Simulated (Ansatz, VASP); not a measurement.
**One calculation of Li2S, two programs**

```
Li S
1.0
     0.00000    5.68900    5.68900
     5.68900    0.00000    5.68900
     5.68900    5.68900    0.00000
Li S
16 8
Direct
  0.12500 0.12500 0.12500
  0.12500 0.12500 0.62500
  0.12500 0.62500 0.12500
  0.12500 0.62500 0.62500
  0.62500 0.12500 0.12500
  0.62500 0.12500 0.62500
  0.62500 0.62500 0.12500
  0.62500 0.62500 0.62500
  0.37500 0.37500 0.37500
  0.37500 0.37500 0.87500
  0.37500 0.87500 0.37500
  0.37500 0.87500 0.87500
  0.87500 0.37500 0.37500
  0.87500 0.37500 0.87500
  0.87500 0.87500 0.37500
  0.87500 0.87500 0.87500
  0.00000 0.00000 0.00000
  0.00000 0.00000 0.50000
  0.00000 0.50000 0.00000
  0.00000 0.50000 0.50000
  0.50000 0.00000 0.00000
  0.50000 0.00000 0.50000
  0.50000 0.50000 0.00000
  0.50000 0.50000 0.50000
```

Alike in both runs: task electric field gradients; functional PBE; k mesh 3 × 3 × 3; no spin polarisation.

```csv
,VASP,Ansatz
version,VASP 6.6.1,Ansatz 0.2.0
potentials or method,"VASP PAW PBE potentials, release 64 (Li_sv, S)","plane-wave PAW, scalar-relativistic"
plane-wave cutoff (eV),650,420
occupations,"gaussian, width 0.01 eV",fixed
valence electrons in the cell,96,96
```

|  | VASP | Ansatz | Ansatz less VASP |
| --- | --- | --- | --- |
| gap on the k mesh at the Fermi level (eV) | 3.39 | 3.39 | +0.002 |
